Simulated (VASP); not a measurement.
Set up this calculation in VASP 6.6.1, as the native input.

```yaml
Task: single point
Functional: r2SCAN
Potentials_or_basis: VASP PAW PBE potentials, release 64 (Ba_sv, Re)
Cutoff: 520 eV
k_mesh: 10 × 10 × 10
Occupations: gaussian, width 0.05 eV
Spin: no spin polarisation
Dipole_correction: no
Further_INCAR_settings: ALGO = Normal; EDIFF = 1e-07; NBANDS = 16
```

BaRe:

```
CELL_PARAMETERS angstrom
3.67971 0.00000 0.00000
0.00000 3.67971 0.00000
0.00000 0.00000 3.67971
ATOMIC_POSITIONS crystal
Ba 0.00000 0.00000 0.00000
Re 0.50000 0.50000 0.50000
```

These files were run (other wordings do the same):

POSCAR

```
BaRe
1.0
    3.6797109791      0.0000000000      0.0000000000
    0.0000000000      3.6797109791      0.0000000000
    0.0000000000      0.0000000000      3.6797109791
Ba Re
1 1
Direct
    0.0000000000      0.0000000000      0.0000000000
    0.5000000000      0.5000000000      0.5000000000
```

INCAR.step1

```
PREC = Accurate
ENCUT = 520
ISMEAR = 0
SIGMA = 0.05
LREAL = False
LASPH = True
NELM = 100
NBANDS = 16
GGA = PE
ALGO = Normal
EDIFF = 1E-4
LWAVE = True
LCHARG = False
```

INCAR.step2

```
PREC = Accurate
ENCUT = 520
EDIFF = 1E-7
ISMEAR = 0
SIGMA = 0.05
LREAL = False
LASPH = True
NELM = 100
ALGO = Normal
ISIF = 2
LWAVE = False
LCHARG = False
METAGGA = R2SCAN
LMIXTAU = True
NBANDS = 16
ISTART = 1
```

KPOINTS

```
Automatic mesh
0
Gamma
  10 10 10
```

Potentials or basis: VASP PAW PBE potentials, release 64 (Ba_sv, Re).

Run with:

```bash
$ cat potpaw_PBE.64/Ba_sv/POTCAR potpaw_PBE.64/Re/POTCAR > POTCAR
$ cp INCAR.step1 INCAR
$ mpirun -np 1 vasp_std > vasp.out
$ cp INCAR.step2 INCAR
$ mpirun -np 1 vasp_std > vasp.out
```

It gave:

| Item | Value |
| --- | --- |
| Pressure | 3.1 GPa |
| Band gap on the k mesh | zero (an odd number of electrons rules out a gap without spin polarisation) |

Caveat: the cell stands under pressure; the PAW data sets were made with another functional, which shifts forces and pressure a little; spin-orbit coupling is left out, which moves the levels of the heavy elements.

It took 94 s on 1 thread of Intel(R) Xeon(R) Platinum 8488C (Sapphire Rapids), on a shared host, peak memory 0.2 GiB.
